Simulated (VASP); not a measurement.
Set up this calculation in VASP 6.6.1, as the native input.

```
Task                   : single point
Functional             : LDA
Potentials or basis    : VASP PAW LDA potentials, release 64 (Ga_d, P)
Cutoff                 : 520 eV
k mesh                 : 6 × 6 × 6
Occupations            : gaussian, width 0.01 eV
Spin                   : no spin polarisation
Dipole correction      : no
Further INCAR settings : ALGO = Normal; EDIFF = 1e-07; NBANDS = 16
```

The structure of GaP lies in POSCAR:

```
GaP
1.0
    0.0000000000      2.6958076170      2.6958076170
    2.6958076170      0.0000000000      2.6958076170
    2.6958076170      2.6958076170      0.0000000000
Ga P
1 1
Direct
    0.0000000000      0.0000000000      0.0000000000
    0.2500000000      0.2500000000      0.2500000000
```

The input as run:

INCAR

```
PREC     = Accurate       # precision mode
ENCUT    = 520            # plane-wave cutoff, eV
EDIFF    = 1E-7           # SCF threshold, eV
ISMEAR   = 0              # smearing method
SIGMA    = 0.01           # smearing width, eV
LREAL    = False          # projectors in reciprocal space
LASPH    = True           # aspherical terms in the spheres
NELM     = 60             # most SCF steps
ALGO     = Normal         # electronic algorithm
ISIF     = 2              # what is computed and relaxed
LWAVE    = False          # write WAVECAR
LCHARG   = False          # write CHGCAR
GGA      = CA             # functional
NBANDS   = 16             # bands
```

KPOINTS

```
regular mesh
0
Gamma
  6 6 6
```

Potentials or basis: VASP PAW LDA potentials, release 64 (Ga_d, P).

Launch:

```console
$ cat potpaw_LDA.64/Ga_d/POTCAR potpaw_LDA.64/P/POTCAR > POTCAR
$ mpirun -np 1 vasp_std > vasp.out
```

Results of the run:

| Item | Value |
| --- | --- |
| Pressure | 0.1 GPa |
| Band gap on the k mesh | 1.42 eV, indirect (least direct gap 1.91 eV) |

Wall time 7.9 s on 1 thread of AMD EPYC 7R13 Processor (Zen 3) (shared host), peak memory 0.11 GiB.
